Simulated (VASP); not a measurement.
# Sr32HO31 (a cell with a defect) in VASP: single point with PBEsol

Aim: the single point of Sr32HO31 (a cell with a defect) with PBEsol.

All numbers are computed with VASP 6.6.1; they aren't measurements. Logs are shortened: lines on timing, memory, paths and dates and some standing lists are left out, and cuts for length are marked.

## (1) The cell of the first run

The cell holds a defect, 64 atoms: a = 10.245 Å, b = 10.245 Å, c = 10.245 Å, α = 90.00°, β = 90.00°, γ = 90.00°.

## (2) Single point, PBEsol

INCAR

```
PREC = Accurate
ENCUT = 520
EDIFF = 1E-6
ISMEAR = -1
SIGMA = 0.05
LREAL = Auto
LASPH = True
NELM = 60
ALGO = Normal
ISIF = 2
LWAVE = False
LCHARG = False
GGA = PS
NELECT = 506.0
ISYM = 0
NBANDS = 292
```

KPOINTS

```
Automatic mesh
0
Gamma
  1 1 1
  0.25 0.25 0.25
```

POSCAR

```
Sr32HO31
1.0
   10.2454930000      0.0000000000      0.0000000000
    0.0000000000     10.2454930000      0.0000000000
    0.0000000000      0.0000000000     10.2454930000
O H Sr
31 1 32
Direct
    0.2496350000      0.9999670000      0.9996330000
    0.2496210000      0.9999770000      0.4996460000
    0.2496390000      0.4999680000      0.9996520000
    0.7496150000      0.9999980000      0.9996360000
    0.7495930000      0.0000030000      0.4996270000
    0.7496180000      0.4999830000      0.9996110000
    0.7495330000      0.5000150000      0.4996110000
    0.0002260000      0.2505700000      0.9996050000
    0.0014800000      0.2519060000      0.4996000000
    0.0002570000      0.7493730000      0.9995840000
    0.0015860000      0.7480400000      0.4996040000
    0.4990230000      0.2505630000      0.9996090000
    0.4976360000      0.2519210000      0.4996150000
    0.4990470000      0.7493710000      0.9996170000
    0.4977510000      0.7481380000      0.4996290000
    0.0002290000      0.9999890000      0.2502370000
    0.0002160000      0.9999960000      0.7490400000
    0.0015340000      0.4999720000      0.2515120000
    0.0015640000      0.4999930000      0.7476470000
    0.4990210000      0.9999850000      0.2502410000
    0.4990310000      0.9999870000      0.7490310000
    0.4976940000      0.4999890000      0.2515320000
    0.4977100000      0.5000060000      0.7477320000
    0.2495920000      0.2518780000      0.2515120000
    0.2496000000      0.2519120000      0.7476740000
    0.2496500000      0.7480470000      0.2515570000
    0.2496570000      0.7480730000      0.7477090000
    0.7496160000      0.2506070000      0.2502130000
    0.7496190000      0.2505880000      0.7490150000
    0.7496500000      0.7494110000      0.2502000000
    0.7496470000      0.7494080000      0.7490100000
    0.2495410000      0.4999760000      0.4996540000
    0.9986520000      0.9999760000      0.9996120000
    0.9973660000      0.9999920000      0.4996390000
    0.9973660000      0.4999820000      0.9996500000
    0.9892290000      0.4999380000      0.4996120000
    0.5005180000      0.0000020000      0.9996460000
    0.5018070000      0.9999780000      0.4996330000
    0.5018030000      0.4999910000      0.9996310000
    0.5098220000      0.5000450000      0.4996600000
    0.2495890000      0.2477610000      0.9996370000
    0.2495350000      0.2396720000      0.4995880000
    0.2495980000      0.7522140000      0.9996370000
    0.2496470000      0.7602870000      0.4996780000
    0.7495750000      0.2490480000      0.9996250000
    0.7495630000      0.2477710000      0.4996320000
    0.7496080000      0.7509180000      0.9996460000
    0.7495640000      0.7522100000      0.4996330000
    0.2495900000      0.9999920000      0.2474140000
    0.2496020000      0.9999800000      0.7518540000
    0.2495560000      0.4999370000      0.2393310000
    0.2496170000      0.5000280000      0.7599560000
    0.7495770000      0.9999710000      0.2487060000
    0.7495920000      0.0000020000      0.7505650000
    0.7495610000      0.4999790000      0.2474170000
    0.7495620000      0.4999860000      0.7518560000
    0.9994110000      0.2498080000      0.2494510000
    0.9994420000      0.2498450000      0.7497650000
    0.9994760000      0.7501250000      0.2495090000
    0.9994450000      0.7501170000      0.7497600000
    0.4997190000      0.2498630000      0.2495070000
    0.4997100000      0.2498530000      0.7497580000
    0.4997260000      0.7501310000      0.2494830000
    0.4997660000      0.7501700000      0.7498040000
```

Potentials or basis: VASP PAW PBE potentials, release 64 (O, H, Sr_sv).

Command:

```bash
$ cat potpaw_PBE.64/O/POTCAR potpaw_PBE.64/H/POTCAR potpaw_PBE.64/Sr_sv/POTCAR > POTCAR
$ mpirun -np 1 vasp_std > vasp.out
```

OUTCAR:

```text
PREC = Accurate
   ENCUT = 520
   EDIFF = 1E-6
   ISMEAR = -1
   LREAL = Auto
   LASPH = True
   NELM = 60
   ISIF = 2
   GGA = PS
   NELECT = 506.0
   ISYM = 0

 ion  position               nearest neighbor table
   1  0.250  1.000  1.000-  43 2.54  50 2.54  49 2.54  41 2.54  37 2.57  33 2.57
   2  0.250  1.000  0.500-  44 2.46  42 2.46  38 2.58  50 2.58  49 2.58  34 2.58
   3  0.250  0.500  1.000-  51 2.46  52 2.46  39 2.58  41 2.58  43 2.58  35 2.58
   4  0.750  1.000  1.000-  33 2.55  45 2.55  53 2.55  54 2.55  47 2.55  37 2.55
   5  0.750  0.000  0.500-  46 2.54  34 2.54  38 2.54  48 2.54  53 2.57  54 2.57
   6  0.750  0.500  1.000-  35 2.54  56 2.54  55 2.54  39 2.54  47 2.57  45 2.57
[... 76 lines left out ...]
  58  0.999  0.250  0.750-  29 2.56   8 2.56  17 2.56  19 2.56  25 2.56   9 2.56  54 3.62  33 3.62
                            45 3.62  34 3.62  46 3.62  41 3.62  56 3.62  35 3.62  50 3.62  36 3.63
  59  0.999  0.750  0.250-  30 2.56  16 2.56  10 2.56  11 2.56  18 2.56  26 2.56  47 3.62  53 3.62
                            33 3.62  49 3.62  43 3.62  34 3.62  35 3.62  48 3.62  55 3.62  51 3.63
  60  0.999  0.750  0.750-  31 2.56  10 2.56  17 2.56  19 2.56  11 2.56  27 2.56  33 3.62  47 3.62
                            54 3.62  34 3.62  48 3.62  56 3.62  50 3.62  35 3.62  43 3.62  52 3.63
  61  0.500  0.250  0.250-  20 2.56  28 2.56  12 2.56  13 2.56  22 2.56  24 2.56  37 3.62  45 3.62
                            53 3.62  55 3.62  46 3.62  49 3.62  41 3.62  39 3.62  38 3.62  51 3.63
  62  0.500  0.250  0.750-  12 2.56  21 2.56  29 2.56  25 2.56  13 2.56  23 2.56  45 3.62  54 3.62
                            37 3.62  46 3.62  50 3.62  56 3.62  41 3.62  38 3.62  39 3.62  52 3.63
  63  0.500  0.750  0.249-  20 2.56  14 2.56  30 2.56  26 2.56  22 2.56  15 2.56  53 3.62  37 3.62
                            47 3.62  43 3.62  55 3.62  48 3.62  39 3.62  49 3.62  38 3.62  40 3.63
  64  0.500  0.750  0.750-  14 2.56  21 2.56  31 2.56  27 2.56  23 2.56  15 2.56  54 3.62  37 3.62
                            47 3.62  48 3.62  50 3.62  38 3.62  56 3.62  43 3.62  39 3.62  44 3.63

IMPORTANT INFORMATION: All symmetrisations will be switched off!
NOSYMM: (Re-)initialisation of all symmetry stuff for point group C_1.

----------------------------------------------------------------------------------------

                                     Primitive cell

  volume of cell :    1075.4707

  direct lattice vectors                    reciprocal lattice vectors
    10.245493000  0.000000000  0.000000000     0.097603893  0.000000000  0.000000000
     0.000000000 10.245493000  0.000000000     0.000000000  0.097603893  0.000000000
     0.000000000  0.000000000 10.245493000     0.000000000  0.000000000  0.097603893

  length of vectors
    10.245493000 10.245493000 10.245493000     0.097603893  0.097603893  0.097603893

  position of ions in fractional coordinates (direct lattice)
     0.249635000  0.999967000  0.999633000
     0.249621000  0.999977000  0.499646000
     0.249639000  0.499968000  0.999652000
     0.749615000  0.999998000  0.999636000
     0.749593000  0.000003000  0.499627000
     0.749618000  0.499983000  0.999611000
[... 56 lines left out ...]
     0.499726000  0.750131000  0.249483000
     0.499766000  0.750170000  0.749804000

  ion indices of the primitive-cell ions
   primitive index   ion index
                 1           1
                 2           2
                 3           3
                 4           4
                 5           5
                 6           6
[... 56 lines left out ...]
                63          63
                64          64

----------------------------------------------------------------------------------------

 KPOINTS: Automatic mesh

Automatic generation of k-mesh.
 Grid dimensions read from file:
 generate k-points for:    1    1    1

 Generating k-lattice:

  Cartesian coordinates                     Fractional coordinates (reciprocal lattice)
     0.097603893  0.000000000  0.000000000     1.000000000  0.000000000  0.000000000
     0.000000000  0.097603893  0.000000000     0.000000000  1.000000000  0.000000000
     0.000000000  0.000000000  0.097603893     0.000000000  0.000000000  1.000000000

  Length of vectors
     0.097603893  0.097603893  0.097603893

  Shift w.r.t. Gamma in fractional coordinates (k-lattice)
     0.250000000  0.250000000  0.250000000

 Subroutine IBZKPT returns following result:
 ===========================================

 Found      4 irreducible k-points:

 Following reciprocal coordinates:
            Coordinates               Weight
  0.250000  0.250000  0.250000      2.000000
 -0.250000  0.250000  0.250000      2.000000
 -0.250000 -0.250000  0.250000      2.000000
  0.250000 -0.250000  0.250000      2.000000
   k-points           NKPTS =      4   k-points in BZ     NKDIM =      4   number of bands    NBANDS=    292
   number of dos      NEDOS =    301   number of ions     NIONS =     64
   total plane-waves  NPLWV = 512000
   dimension x,y,z NGX =    80 NGY =   80 NGZ =   80
   dimension x,y,z NGXF=   160 NGYF=  160 NGZF=  160
   ions per type =              31   1  32
   NGX,Y,Z   is equivalent  to a cutoff of  12.98, 12.98, 12.98 a.u.
   NGXF,Y,Z  is equivalent  to a cutoff of  25.96, 25.96, 25.96 a.u.
 SYSTEM =  unknown system
   PREC   = accura    normal or accurate (medium, high low for compatibility)
   ISTART =      0    job   : 0-new  1-cont  2-samecut
   ICHARG =      2    charge: 1-file 2-atom 10-const
   ISPIN  =      1    spin polarized calculation?
   LNONCOLLINEAR =      F non collinear calculations
   LSORBIT =      F    spin-orbit coupling
   LASPH  =      T    aspherical Exc in radial PAW
   ENCUT  =  520.0 eV  38.22 Ry    6.18 a.u.  19.05 19.05 19.05*2*pi/ulx,y,z
   NELM   =     60;   NELMIN=  2; NELMDL= -5     # of ELM steps
   EDIFF  = 0.1E-05   stopping-criterion for ELM
   LREAL  =      T    real-space projection
   EDIFFG = 0.1E-04   stopping-criterion for IOM
   NSW    =      0    number of steps for IOM
   IBRION =     -1    ionic relax: 0-MD 1-quasi-New 2-CG
   NFREE  =      0    steps in history (QN), initial steepest desc. (CG)
   ISIF   =      2    stress and relaxation
   ISYM   =      0    0-nonsym 1-usesym 2-fastsym
   POTIM  = 0.5000    time-step for ionic-motion
   TEBEG  =    0.0;   TEEND  =   0.0 temperature during run
   PSTRESS=    0.0 pullay stress
   NELECT =     506.0000    total number of electrons
   NUPDOWN=      -1.0000    fix difference up-down
   EMIN   =  10.00;   EMAX   =-10.00  energy-range for DOS
   EFERMI =   0.00;   METHOD = LEGACY
   ISMEAR =    -1;   SIGMA  =   0.05  broadening in eV -4-tet -1-fermi 0-gaus
   EFERMI_NEDOS =   21; number of points for ismear=-14 and -15
   IALGO  =     38    algorithm
   IMIX   =      4    mixing-type and parameters
     AMIX     =   0.40;   BMIX     =  1.00
     AMIX_MAG =   1.60;   BMIX_MAG =  1.00
  volume/ion in A,a.u.               =      16.80       113.40
  Fermi-wavevector in a.u.,A,eV,Ry     =   1.273285  2.406159 22.058494  1.621254
  Thomas-Fermi vector in A             =   2.406116
   LORBIT       =      0    0 simple, 1 ext, 2 COOP (PROOUT), +10 PAW based schemes
   GGA     = PS    functional components
   LHFCALC =     F    Hartree Fock is set to
   AEXX    =    0.0000 exact exchange contribution
   IVDW    =     0    specifies the selected vdW correction
   LEPSILON=     F    determine dielectric tensor
   LRPA    =     F    only Hartree local field effects (RPA)
 non-spin polarized calculation
  energy-cutoff  :      520.00
  volume of cell :     1075.47
 maximum number of plane-waves:     28978
 NGX is ok and might be reduce to    80
   NGX = 39   NGY = 39   NGZ = 39

 number of electron     506.0000126 magnetization

 Free energy of the ion-electron system (eV)
  ---------------------------------------------------
  ext. energy  EPLUGINS =         0.00000000
  ---------------------------------------------------
  free energy    TOTEN  =      -401.96139081 eV

  energy without entropy =     -401.96139081  energy(sigma->0) =     -401.96139081

 E-fermi :   2.6220     XC(G=0): -10.2823

 val. band max:        1.3538819590   @ k =  -0.2500   0.2500   0.2500
 cond. band min:       5.1330965243   @ k =   0.2500   0.2500   0.2500
 fundamental gap:      3.7792145653
 Fermi energy:         2.6219878467

 k-point     1 :       0.2500    0.2500    0.2500
  band No.  band energies     occupation
      1     -30.7685      2.00000
      2     -30.7346      2.00000
      3     -30.7341      2.00000
      4     -30.7321      2.00000
      5     -30.7136      2.00000
      6     -30.7134      2.00000
[... 257 lines left out ...]
    264       6.6043      0.00000
    265       6.6357      0.00000

 k-point     2 :      -0.2500    0.2500    0.2500
  band No.  band energies     occupation
      1     -30.7685      2.00000
      2     -30.7346      2.00000
      3     -30.7341      2.00000
      4     -30.7320      2.00000
      5     -30.7137      2.00000
      6     -30.7134      2.00000
[... 257 lines left out ...]
    264       6.6046      0.00000
    265       6.6358      0.00000

 k-point     3 :      -0.2500   -0.2500    0.2500
  band No.  band energies     occupation
      1     -30.7685      2.00000
      2     -30.7346      2.00000
      3     -30.7342      2.00000
      4     -30.7320      2.00000
      5     -30.7136      2.00000
      6     -30.7134      2.00000
[... 257 lines left out ...]
    264       6.6045      0.00000
    265       6.6357      0.00000

 k-point     4 :       0.2500   -0.2500    0.2500
  band No.  band energies     occupation
      1     -30.7685      2.00000
      2     -30.7346      2.00000
      3     -30.7342      2.00000
      4     -30.7320      2.00000
      5     -30.7136      2.00000
      6     -30.7134      2.00000
[... 257 lines left out ...]
    264       6.6046      0.00000
    265       6.6358      0.00000
 [bands above 265 left out]

------------------------ aborting loop because EDIFF is reached ----------------------------------------

  FORCE on cell =-STRESS in cart. coord.  units (eV):
  Direction    XX          YY          ZZ          XY          YZ          ZX
  --------------------------------------------------------------------------------------
  -------------------------------------------------------------------------------------
  Total        0.2368795      0.2280135      0.2401324      0.0037882      0.0023938      0.0075676
  in kB        0.3528901      0.3396820      0.3577361      0.0056435      0.0035662      0.0112738
  external PRESSURE =       0.3501027 kB  Pullay stress =       0.0000000 kB

 VOLUME and BASIS-vectors are now :
 -----------------------------------------------------------------------------
  energy-cutoff  :      520.00
  volume of cell :     1075.47
      direct lattice vectors                 reciprocal lattice vectors
    10.245493000  0.000000000  0.000000000     0.097603893  0.000000000  0.000000000
     0.000000000 10.245493000  0.000000000     0.000000000  0.097603893  0.000000000
     0.000000000  0.000000000 10.245493000     0.000000000  0.000000000  0.097603893

 POSITION                                       TOTAL-FORCE (eV/Angst)
 -----------------------------------------------------------------------------------
      2.55763     10.24515     10.24173         0.000286      0.000344      0.001596
      2.55749     10.24526      5.11912         0.000243     -0.000023      0.000716
      2.55767      5.12242     10.24193        -0.000154      0.000081      0.000534
      7.68018     10.24547     10.24176         0.001179     -0.000669      0.001119
      7.67995      0.00003      5.11892         0.002131      0.000067      0.001626
      7.68021      5.12257     10.24151         0.001026      0.000074      0.002094
[... 56 lines left out ...]
      5.11994      7.68546      2.55608        -0.000462     -0.000272     -0.002006
      5.12035      7.68586      7.68211        -0.000709     -0.000128     -0.001165
 -----------------------------------------------------------------------------------
    total drift:                               -0.001461      0.000641     -0.000940

  FREE ENERGIE OF THE ION-ELECTRON SYSTEM (eV)
  ---------------------------------------------------
  free  energy   TOTEN  =      -401.9613908103 eV

  energy  without entropy=     -401.9613908102  energy(sigma->0) =     -401.96139081
```

Run time: 81 min. Hardware: 1 thread of Oxide Virtual Turin-like, shared host; peak memory 1.4 GiB.

Results:

```
Free energy   : -401.9614 eV
Largest force : 0.033 eV/Å
```

Forces in eV/Å, atoms in the order of the input:
```
O    0.000  0.000  0.002
O    0.000  0.000  0.001
O    0.000  0.000  0.001
O    0.001 -0.001  0.001
O    0.002  0.000  0.002
O    0.001  0.000  0.002
O    0.001 -0.001  0.003
O   -0.002 -0.001  0.000
O   -0.006 -0.008  0.002
O   -0.003  0.002  0.001
O   -0.008  0.008  0.002
O    0.000  0.000  0.002
O    0.007 -0.005  0.001
O    0.000  0.003  0.002
O    0.004  0.004  0.001
O   -0.002  0.000 -0.002
O   -0.001  0.000  0.001
O   -0.008  0.000 -0.006
O   -0.008  0.000  0.010
O    0.000  0.000  0.000
O    0.001  0.001  0.003
O    0.007  0.000 -0.004
O    0.004  0.000  0.003
O    0.002 -0.006 -0.006
O    0.001 -0.006  0.007
O    0.000  0.007 -0.006
O    0.000  0.006  0.006
O   -0.002 -0.002  0.000
O    0.000 -0.001  0.001
O   -0.002  0.000  0.000
O    0.000  0.001  0.001
H    0.001  0.000  0.000
Sr   0.002  0.000  0.001
Sr   0.001 -0.002 -0.001
Sr   0.002  0.000 -0.003
Sr   0.033  0.003  0.000
Sr   0.002  0.000 -0.001
Sr  -0.002  0.002 -0.001
Sr  -0.001  0.000  0.000
Sr  -0.028 -0.003 -0.002
Sr   0.000  0.001 -0.003
Sr   0.002  0.031  0.002
Sr   0.000 -0.002  0.000
Sr  -0.004 -0.031 -0.004
Sr   0.001  0.001  0.000
Sr  -0.001  0.001 -0.001
Sr   0.001  0.000 -0.001
Sr   0.003 -0.001 -0.001
Sr   0.000 -0.002  0.001
Sr  -0.001  0.001 -0.002
Sr   0.001  0.003  0.030
Sr  -0.003 -0.003 -0.032
Sr   0.001  0.001  0.000
Sr   0.000  0.000  0.000
Sr   0.001  0.001  0.000
Sr   0.002  0.000 -0.003
Sr   0.000  0.001  0.000
Sr   0.001  0.001 -0.001
Sr   0.000  0.000 -0.001
Sr   0.000 -0.001 -0.002
Sr   0.000 -0.001 -0.002
Sr  -0.001 -0.001 -0.002
Sr   0.000  0.000 -0.002
Sr  -0.001  0.000 -0.001
```

Levels at points of the mesh, in eV from the Fermi level:
| k point | band 250 | band 251 | band 252 | band 253 | band 254 | band 255 | band 256 | band 257 |
| --- | --- | --- | --- | --- | --- | --- | --- | --- |
| (0.25, 0.25, 0.25) | -1.34 | -1.29 | -1.27 | -1.27 | 2.51 | 2.56 | 2.56 | 3.05 |

Caveat: the cell carries a net charge on a neutralising background, which shifts energy and pressure; the cell is charged against a uniform background, so pressure and absolute levels hang on convention; the PAW data sets were made with another functional, which shifts forces and pressure a little.
